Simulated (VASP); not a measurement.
# Cs (Im-3m) in VASP: a series of runs

The runs below take Cs through single point, relaxation of cell and atoms, with PBEsol.

All numbers are computed with VASP 6.6.1; they aren't measurements. Logs are shortened: lines on timing, memory, paths and dates and some standing lists are left out, and cuts for length are marked.

**1. The cell of the first run**

The structure is cubic, space group Im-3m (No. 229). Conventional cell: a = 6.018 Å, b = 6.018 Å, c = 6.018 Å, α = 90.00°, β = 90.00°, γ = 90.00°.

**2. Single point, PBEsol**

File INCAR:

```
SYSTEM = Cs
PREC     = Accurate       ! precision mode
ENCUT    = 500            ! plane-wave cutoff, eV
EDIFF    = 1E-6           ! SCF threshold, eV
ISMEAR   = 0              ! smearing method
SIGMA    = 0.1            ! smearing width, eV
LREAL    = .FALSE.        ! projectors in reciprocal space
LASPH    = .TRUE.         ! aspherical terms in the spheres
NELM     = 120            ! most SCF steps
ALGO     = Normal         ! electronic algorithm
ISIF     = 2              ! what is computed and relaxed
LWAVE    = .FALSE.        ! write WAVECAR
LCHARG   = .FALSE.        ! write CHGCAR
GGA      = PS             ! functional
NBANDS   = 10             ! bands
GGA_COMPAT= .FALSE.
```

File KPOINTS:

```
Automatic mesh
0
G
  12 12 12
  0 0 0
```

File POSCAR:

```
Cs
1.0
   -3.0089795123      3.0089795123      3.0089795123
    3.0089795123     -3.0089795123      3.0089795123
    3.0089795123      3.0089795123     -3.0089795123
Cs
1
Direct
    0.0000000000      0.0000000000      0.0000000000
```

Potentials or basis: VASP PAW PBE potentials, release 64 (Cs_sv).

On the command line:

```
$ cat potpaw_PBE.64/Cs_sv/POTCAR > POTCAR
$ mpirun -np 1 vasp_std > vasp.out
```

OUTCAR:

```text
SYSTEM = Cs
   PREC = Accurate
   ENCUT = 500
   EDIFF = 1E-6
   ISMEAR = 0
   LREAL = .FALSE.
   LASPH = .TRUE.
   NELM = 120
   ISIF = 2
   GGA = PS

 ion  position               nearest neighbor table
   1  0.000  0.000  0.000-

  LATTYP: Found a body centered cubic cell.
 ALAT       =     6.0179590246

  Lattice vectors:

 A1 = (  -3.0089795123,   3.0089795123,   3.0089795123)
 A2 = (   3.0089795123,  -3.0089795123,   3.0089795123)
 A3 = (   3.0089795123,   3.0089795123,  -3.0089795123)

Analysis of symmetry for initial positions (statically):
=====================================================================
 Subroutine PRICEL returns:
 Original cell was already a primitive cell.

 Routine SETGRP: Setting up the symmetry group for a
 body centered cubic supercell.

 Subroutine GETGRP returns: Found 48 space group operations
 (whereof 48 operations were pure point group operations)
 out of a pool of 48 trial point group operations.

The static configuration has the point symmetry O_h .

Analysis of symmetry for dynamics (positions and initial velocities):
=====================================================================
 Subroutine PRICEL returns:
 Original cell was already a primitive cell.

 Routine SETGRP: Setting up the symmetry group for a
 body centered cubic supercell.

 Subroutine GETGRP returns: Found 48 space group operations
 (whereof 48 operations were pure point group operations)
 out of a pool of 48 trial point group operations.

The dynamic configuration has the point symmetry O_h .

 Subroutine INISYM returns: Found 48 space group operations
 (whereof 48 operations are pure point group operations),
 and found     1 'primitive' translations

----------------------------------------------------------------------------------------

                                     Primitive cell

  volume of cell :     108.9727

  direct lattice vectors                    reciprocal lattice vectors
    -3.008979512  3.008979512  3.008979512     0.000000000  0.166169294  0.166169294
     3.008979512 -3.008979512  3.008979512     0.166169294  0.000000000  0.166169294
     3.008979512  3.008979512 -3.008979512     0.166169294  0.166169294  0.000000000

  length of vectors
     5.211705394  5.211705394  5.211705394     0.234998869  0.234998869  0.234998869

  position of ions in fractional coordinates (direct lattice)
     0.000000000  0.000000000  0.000000000

  ion indices of the primitive-cell ions
[... 79 lines left out ...]
   NFREE  =      0    steps in history (QN), initial steepest desc. (CG)
   ISIF   =      2    stress and relaxation
   ISYM   =      2    0-nonsym 1-usesym 2-fastsym
   POTIM  = 0.5000    time-step for ionic-motion
   TEBEG  =    0.0;   TEEND  =   0.0 temperature during run
   PSTRESS=    0.0 pullay stress
   NELECT =       9.0000    total number of electrons
   NUPDOWN=      -1.0000    fix difference up-down
   EMIN   =  10.00;   EMAX   =-10.00  energy-range for DOS
   EFERMI =   0.00;   METHOD = LEGACY
   ISMEAR =     0;   SIGMA  =   0.10  broadening in eV -4-tet -1-fermi 0-gaus
   EFERMI_NEDOS =   21; number of points for ismear=-14 and -15
   IALGO  =     38    algorithm
   IMIX   =      4    mixing-type and parameters
     AMIX     =   0.40;   BMIX     =  1.00
     AMIX_MAG =   1.60;   BMIX_MAG =  1.00
  volume/ion in A,a.u.               =     108.97       735.38
  Fermi-wavevector in a.u.,A,eV,Ry     =   0.712935  1.347251  6.915514  0.508276
  Thomas-Fermi vector in A             =   1.800441
   LORBIT       =      0    0 simple, 1 ext, 2 COOP (PROOUT), +10 PAW based schemes
   GGA     = PS    functional components
   LHFCALC =     F    Hartree Fock is set to
   AEXX    =    0.0000 exact exchange contribution
   IVDW    =     0    specifies the selected vdW correction
   LEPSILON=     F    determine dielectric tensor
   LRPA    =     F    only Hartree local field effects (RPA)
 non-spin polarized calculation
 Gauss-broadening in eV      SIGMA  =   0.10
  energy-cutoff  :      500.00
  volume of cell :      108.97
 maximum number of plane-waves:      2799
 NGX is ok and might be reduce to    40
   NGX = 19   NGY = 19   NGZ = 19

 number of electron       8.9999998 magnetization

 Free energy of the ion-electron system (eV)
  ---------------------------------------------------
  ext. energy  EPLUGINS =         0.00000000
  ---------------------------------------------------
  free energy    TOTEN  =        -0.94379587 eV

  energy without entropy =       -0.93521263  energy(sigma->0) =       -0.93950425

 E-fermi :   0.5058     XC(G=0):  -5.6188

 val. band max:        0.4659425555   @ k =   0.3333   0.0833   0.0833
 cond. band min:       0.5168088079   @ k =   0.5000   0.0000   0.0000
 fundamental gap:      0.0508662524
 Fermi energy:         0.5058213280

 k-point     1 :       0.0000    0.0000    0.0000
  band No.  band energies     occupation
      1     -23.3084      2.00000
      2     -10.0188      2.00000
      3     -10.0188      2.00000
      4     -10.0188      2.00000
      5      -1.2323      2.00000
      6       3.0380      0.00000
      7       3.0380      0.00000
      8       3.0380      0.00000
      9       3.9515      0.00000
     10       3.9515      0.00000
[... 287 lines left out ...]
 k-point    24 :       0.4167    0.0833    0.0833
  band No.  band energies     occupation
      1     -23.2995      2.00000
      2     -10.1736      2.00000
      3     -10.0804      2.00000
      4     -10.0300      2.00000
      5       0.6921      0.00844
      6       1.4309      0.00000
      7       1.9918      0.00000
      8       3.8308      0.00000
      9       4.4509      0.00000
     10       4.8481      0.00000

 [... further k-points ...]

------------------------ aborting loop because EDIFF is reached ----------------------------------------

  FORCE on cell =-STRESS in cart. coord.  units (eV):
  Direction    XX          YY          ZZ          XY          YZ          ZX
  --------------------------------------------------------------------------------------
  -------------------------------------------------------------------------------------
  Total       -0.0076266     -0.0076266     -0.0076266      0.0000000     -0.0000000     -0.0000000
  in kB       -0.1121305     -0.1121305     -0.1121305      0.0000000     -0.0000000     -0.0000000
  external PRESSURE =      -0.1121305 kB  Pullay stress =       0.0000000 kB

 VOLUME and BASIS-vectors are now :
 -----------------------------------------------------------------------------
  energy-cutoff  :      500.00
  volume of cell :      108.97
      direct lattice vectors                 reciprocal lattice vectors
    -3.008979512  3.008979512  3.008979512     0.000000000  0.166169294  0.166169294
     3.008979512 -3.008979512  3.008979512     0.166169294  0.000000000  0.166169294
     3.008979512  3.008979512 -3.008979512     0.166169294  0.166169294  0.000000000

 POSITION                                       TOTAL-FORCE (eV/Angst)
 -----------------------------------------------------------------------------------
      0.00000      0.00000      0.00000         0.000000      0.000000     -0.000000
 -----------------------------------------------------------------------------------
    total drift:                               -0.000000      0.000000     -0.000000

  FREE ENERGIE OF THE ION-ELECTRON SYSTEM (eV)
  ---------------------------------------------------
  free  energy   TOTEN  =        -0.9437958665 eV

  energy  without entropy=       -0.9352126254  energy(sigma->0) =       -0.93950425
```

OSZICAR:

```text
N       E                     dE             d eps       ncg     rms          rms(c)
DAV:   1     0.505962603882E+02    0.50596E+02   -0.28608E+03  1440   0.611E+02
DAV:   2     0.390354726173E+01   -0.46693E+02   -0.45534E+02  1894   0.106E+02
DAV:   3    -0.880064164649E+00   -0.47836E+01   -0.47782E+01  1660   0.392E+01
DAV:   4    -0.943497774920E+00   -0.63434E-01   -0.63423E-01  1914   0.543E+00
DAV:   5    -0.943768966264E+00   -0.27119E-03   -0.27118E-03  1916   0.310E-01    0.131E-01
DAV:   6    -0.943510869309E+00    0.25810E-03   -0.11872E-03  1918   0.167E-01    0.910E-02
DAV:   7    -0.943737444021E+00   -0.22657E-03   -0.29989E-03  1822   0.281E-01    0.336E-02
DAV:   8    -0.943795007315E+00   -0.57563E-04   -0.95480E-05  1622   0.668E-02    0.519E-03
DAV:   9    -0.943796400090E+00   -0.13928E-05   -0.31590E-06  2198   0.945E-03    0.294E-03
DAV:  10    -0.943795866530E+00    0.53356E-06   -0.61274E-07   942   0.421E-03
   1 F= -.94379587E+00 E0= -.93950425E+00  d E =-.858324E-02
```

Wall time 86 s (1 thread of Intel Xeon 8259CL, shared host); peak memory 0.26 GiB.

What came out:

- Free energy: -0.9438 eV
- Pressure: 0.0 GPa
- Band gap on the k mesh: zero (an odd number of electrons rules out a gap without spin polarisation)

Levels at points of the mesh, in eV from the Fermi level:
```
           k point  band 1  band 2  band 3  band 4  band 5  band 6  band 7  band 8  band 9
(0.00, 0.00, 0.00)  -23.81  -10.52  -10.52  -10.52   -1.74    2.53    2.53    2.53    3.45
(0.50, 0.00, 0.00)  -23.81  -10.69  -10.58  -10.53    0.01    0.93    1.64    3.29    3.92
(0.50, 0.50, 0.50)  -23.80  -10.64  -10.64  -10.64    0.61    0.61    3.14    3.14    3.14
```

Caveat: the PAW data sets were made with another functional, which shifts forces and pressure a little; spin-orbit coupling is left out, which moves the levels of the heavy elements.

**3. Single point, PBEsol**

File INCAR:

```
SYSTEM = Cs
ALGO = Normal
EDIFF = 1E-6
ENCUT = 500
GGA = PS
GGA_COMPAT = .False.
ISIF = 2
ISMEAR = 0
LASPH = .True.
LCHARG = .False.
LREAL = .False.
LWAVE = .False.
NBANDS = 10
NELM = 120
PREC = Accurate
SIGMA = 0.1
```

File KPOINTS:

```
k-points
0
Gamma
  14 14 14
  0 0 0
```

POSCAR is that of step 2.

Potentials or basis: VASP PAW PBE potentials, release 64 (Cs_sv).

On the command line:

```
$ cat potpaw_PBE.64/Cs_sv/POTCAR > POTCAR
$ mpirun -np 1 vasp_std > vasp.out
```

Run time: 1.9 min. Hardware: 1 thread of Intel Xeon 8259CL, shared host; peak memory 0.29 GiB.

It converged, with:

```yaml
Free_energy: -0.9445 eV
Pressure: 0.0 GPa
Band_gap_on_the_k_mesh: zero (an odd number of electrons rules out a gap without spin polarisation)
```

Levels at points of the mesh, in eV from the Fermi level:
| k point | band 2 | band 3 | band 4 | band 5 | band 6 | band 7 |
| --- | --- | --- | --- | --- | --- | --- |
| (0.00, 0.00, 0.00) | -10.52 | -10.52 | -10.52 | -1.74 | 2.53 | 2.53 |
| (0.50, 0.00, 0.00) | -10.69 | -10.58 | -10.52 | 0.01 | 0.94 | 1.64 |
| (0.50, 0.50, 0.50) | -10.64 | -10.64 | -10.64 | 0.61 | 0.61 | 3.15 |

Caveat: the PAW data sets were made with another functional, which shifts forces and pressure a little; spin-orbit coupling is left out, which moves the levels of the heavy elements.

**4. Relaxation of cell and atoms, PBEsol**

File INCAR:

```
SYSTEM = Cs
PREC = Accurate ; ENCUT = 500
EDIFF = 1E-7 ; ISMEAR = 0
SIGMA = 0.1 ; LREAL = .FALSE.
LASPH = .TRUE. ; NELM = 120
ALGO = Normal ; ISIF = 3
LWAVE = .FALSE. ; LCHARG = .FALSE.
GGA = PS ; IBRION = 2
NSW = 100 ; EDIFFG = -0.01
GGA_COMPAT = .FALSE. ; NELMIN = 4
```

File KPOINTS:

```
Automatic mesh
0
G
  14 14 14
  0 0 0
```

POSCAR is that of step 3.

On the command line:

```
$ cat potpaw_PBE.64/Cs_sv/POTCAR > POTCAR
$ mpirun -np 1 vasp_std > vasp.out
```

Wall time 2.1 min (1 thread of Intel Xeon 8259CL, shared host); peak memory 0.28 GiB.

Results (log left out):

- Free energy: -0.9445 eV
- Pressure after relaxing: 0.0 GPa
- Band gap on the k mesh: zero (an odd number of electrons rules out a gap without spin polarisation)

Final structure:
```
Cs
1.0
    -3.00898    3.00898    3.00898
     3.00898   -3.00898    3.00898
     3.00898    3.00898   -3.00898
Cs
1
Direct
  0.00000 0.00000 0.00000
```

Levels at points of the mesh, in eV from the Fermi level:
| k point | band 1 | band 2 | band 3 | band 4 | band 5 | band 6 | band 7 | band 8 |
| --- | --- | --- | --- | --- | --- | --- | --- | --- |
| (0.00, 0.00, 0.00) | -23.81 | -10.52 | -10.52 | -10.52 | -1.74 | 2.53 | 2.53 | 2.53 |
| (0.50, 0.00, 0.00) | -23.80 | -10.69 | -10.58 | -10.52 | 0.01 | 0.94 | 1.64 | 3.29 |
| (0.50, 0.50, 0.50) | -23.80 | -10.64 | -10.64 | -10.64 | 0.61 | 0.61 | 3.15 | 3.15 |

Caveat: the PAW data sets were made with another functional, which shifts forces and pressure a little; spin-orbit coupling is left out, which moves the levels of the heavy elements.

(Continued in part 2 of 2.)

The gap in the log of VASP goes by the Fermi energy; the results here count the filled bands.